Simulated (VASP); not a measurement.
Wanted: the native input for a VASP 6.6.1 run.

| Quantity | Value |
| --- | --- |
| Task | single point |
| Functional | PBE |
| Potentials or basis | VASP PAW PBE potentials, release 64 (Os) |
| Cutoff | 520 eV |
| k mesh | 15 × 15 × 9 |
| Occupations | fermi-dirac, width 0.05 eV |
| Spin | no spin polarisation |
| Dipole correction | no |
| Further INCAR settings | ALGO = Normal; EDIFF = 1e-06; NBANDS = 15 |

The structure of Os lies in POSCAR:

```
Os
1.0
    2.6877503439      0.0000000000      0.0000000000
   -1.3438751720      2.3276600768      0.0000000000
    0.0000000000      0.0000000000      4.2464705989
Os
2
Direct
    0.3333333333      0.6666666667      0.2500000000
    0.6666666667      0.3333333333      0.7500000000
```

The input as run:

INCAR

```
SYSTEM = Os
PREC = Accurate ; ENCUT = 520
EDIFF = 1E-6 ; ISMEAR = -1
SIGMA = 0.05 ; LREAL = .False.
LASPH = .True. ; NELM = 80
ALGO = Normal ; ISIF = 2
LWAVE = .False. ; LCHARG = .False.
GGA = PE ; NBANDS = 15
```

KPOINTS

```
Automatic mesh
0
Gamma
  15 15 9
  0 0 0
```

Potentials or basis: VASP PAW PBE potentials, release 64 (Os).

Command:

```console
$ cat potpaw_PBE.64/Os/POTCAR > POTCAR
$ mpirun -np 1 vasp_std > vasp.out
```

Results of the run:

```
Pressure               : 34.7 GPa
Band gap on the k mesh : zero (bands 8 and 9 overlap by 4.15 eV)
```

Caveat: the cell stands under pressure; spin-orbit coupling is left out, which moves the levels of the heavy elements.

Wall time 42 s on 1 thread of Intel(R) Xeon(R) Platinum 8259CL CPU @ 2.50GHz (Skylake/Cascade Lake), with other jobs on the host, peak memory 0.17 GiB.
